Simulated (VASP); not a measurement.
Write the native input for VASP 6.6.1 that does the following.

* Task: single point
* Functional: PBEsol
* Potentials or basis: VASP PAW PBE potentials, release 64 (In_d)
* Cutoff: 520 eV
* k mesh: 20 × 20 × 20
* Occupations: gaussian, width 0.15 eV
* Spin: no spin polarisation
* Dipole correction: no
* Further INCAR settings: ALGO = Fast; EDIFF = 1e-07; NBANDS = 12

The structure of In lies in POSCAR:

```
In
1.0
   -1.6772237541      1.6772237541      2.3715943883
    1.6772237541     -1.6772237541      2.3715943883
    1.6772237541      1.6772237541     -2.3715943883
In
1
Direct
    0.0000000000      0.0000000000      0.0000000000
```

This isn't the form of In at room conditions, which is tetragonal.

This cell differs from its parent crystal: ratio of the length along z to the lengths across it x 1.414, volume and fractional coordinates fixed.

One way to write it, as run:

INCAR

```
ALGO = Fast
EDIFF = 1E-7
ENCUT = 520
GGA = PS
ISIF = 2
ISMEAR = 0
LASPH = T
LCHARG = F
LREAL = F
LWAVE = F
NBANDS = 12
NELM = 80
PREC = Accurate
SIGMA = 0.15
```

KPOINTS

```
k-points
0
Gamma
  20 20 20
```

Potentials or basis: VASP PAW PBE potentials, release 64 (In_d).

Run with:

```bash
$ cat potpaw_PBE.64/In_d/POTCAR > POTCAR
$ mpirun -np 1 vasp_std > vasp.out
```

Results of the run:

```
Pressure               : -1.8 GPa
Band gap on the k mesh : zero (an odd number of electrons rules out a gap without spin polarisation)
```

Caveat: the PAW data sets were made with another functional, which shifts forces and pressure a little; spin-orbit coupling is left out, which moves the levels of the heavy elements.

It took 9.4 min on 1 thread of AMD EPYC 7R13, on a shared host, peak memory 0.32 GiB.
